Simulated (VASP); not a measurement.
A run of VASP 6.6.1 is set up as follows.

Contents of INCAR:

```
SYSTEM = Al3Si2I
ALGO = Normal
EDIFF = 1E-6
ENCUT = 500
GGA = PE
GGA_COMPAT = .False.
ISIF = 2
ISMEAR = 0
LASPH = .True.
LCHARG = .True.
LELF = .True.
LREAL = .False.
LVHAR = .True.
LWAVE = .False.
NBANDS = 21
NELM = 120
PREC = Accurate
SIGMA = 0.15
```

The input KPOINTS:

```
k-points
0
Gamma
  3 3 3
  0 0 0
```

File POSCAR:

```
Al3Si2I
1.0
    5.7068151280     -0.0000000029      0.0000000000
   -2.8534075615      4.9422468770      0.0000000000
    0.0000000000      0.0000000000      4.3457877898
Al Si I
3 2 1
Direct
    0.5000000000      0.0000000000      0.5000000000
    0.5000000000      0.5000000000      0.5000000000
    0.0000000000      0.5000000000      0.5000000000
    0.3333333333      0.6666666667      0.0000000000
    0.6666666667      0.3333333333      0.0000000000
    0.0000000000      0.0000000000      0.0000000000
```

Potentials or basis: VASP PAW PBE potentials, release 64 (Al, Si, I).

The run is started by

```console
$ cat potpaw_PBE.64/Al/POTCAR potpaw_PBE.64/Si/POTCAR potpaw_PBE.64/I/POTCAR > POTCAR
$ mpirun -np 1 vasp_std > vasp.out
```

Question: What does it give for the pressure?

Answer: -0.1 GPa.

Question: Estimate the band gap on the k mesh.

Answer: Zero (bands 12 and 13 overlap by 1.38 eV).

Caveat: the k points lie up to 0.48 Å⁻¹ apart, too coarse for converged energies and pressures of a metal; spin-orbit coupling is left out, which moves the levels of the heavy elements.
